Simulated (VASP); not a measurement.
Runs of VASP 6.6.1 on WC. Symmetry: Fm-3m, No. 225, cubic system. The conventional cell has a = 4.385 Å, b = 4.385 Å, c = 4.385 Å, α = 90.00°, β = 90.00°, γ = 90.00°. Within 2.9 Å of W (site symmetry m-3m) lie 6 C at 2.19 Å. Within 2.9 Å of C (site symmetry m-3m) lie 6 W at 2.19 Å. 

```tsv
k mesh	gap on the mesh (eV)	pressure (GPa)
4 × 4 × 4	none	(a)
5 × 5 × 5	none	-9.4
8 × 8 × 8	none	-8.5
3 × 3 × 3	none	-1.7
6 × 6 × 6	none	(b)
```

Alike in all rows: task single point; level PBEsol; potentials or basis VASP PAW PBE potentials, release 64 (W_sv, C); no spin polarisation; cell as given; cutoff (eV) 520; smearing fermi-dirac 0.15 eV.

Q: Fill in the values left out.

A: (a) -10.0; (b) -7.9.

Caveats: some runs use coarse meshes; the PAW data sets were made with another functional, which shifts forces and pressure a little; spin-orbit coupling is left out, which moves the levels of the heavy elements.

A k mesh can miss the band edges, and the runs leave out spin-orbit coupling on W.

A gap of «none» marks levels without a gap at the run's occupations.
